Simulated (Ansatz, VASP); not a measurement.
**Two plane-wave programs on BN**

```
CELL_PARAMETERS angstrom
-2.50399 0.00000 0.00000
-1.25200 -2.16852 0.00000
0.00000 0.00000 14.07240
ATOMIC_POSITIONS crystal
B 0.33333 0.33333 0.82837
B 0.33333 0.33333 0.35501
B 0.66667 0.66667 0.11834
B 0.66667 0.66667 0.59169
N 0.33333 0.33333 0.11834
N 0.33333 0.33333 0.59169
N 0.66667 0.66667 0.82837
N 0.66667 0.66667 0.35501
```

Alike in both runs: task single point; functional PBE; dispersion D3(BJ); k mesh 10 × 10 × 2; occupations gaussian, width 0.05 eV; no spin polarisation.

```csv
,VASP,Ansatz
version,VASP 6.6.1,Ansatz 0.2.0
potentials or method,"VASP PAW PBE potentials, release 64 (B, N), cutoff 520 eV","scalar-relativistic, plane waves, PAW"
valence electrons in the cell,32,32
```

```tsv
	VASP	Ansatz	Ansatz less VASP
gap on the k mesh at the Fermi level (eV)	4.31	4.32	+0.007
least direct gap on the mesh (eV)	4.72	4.73	+0.004
pressure (GPa)	0.6	0.5	-0.06
traceless stress, the component that is largest in VASP (GPa)	-1.35	-1.16	+0.194
rms of the force components (eV/Å)	0.013	0.013	-0.0002
```

Atom by atom the forces differ by 0.000 eV/Å (rms over components).
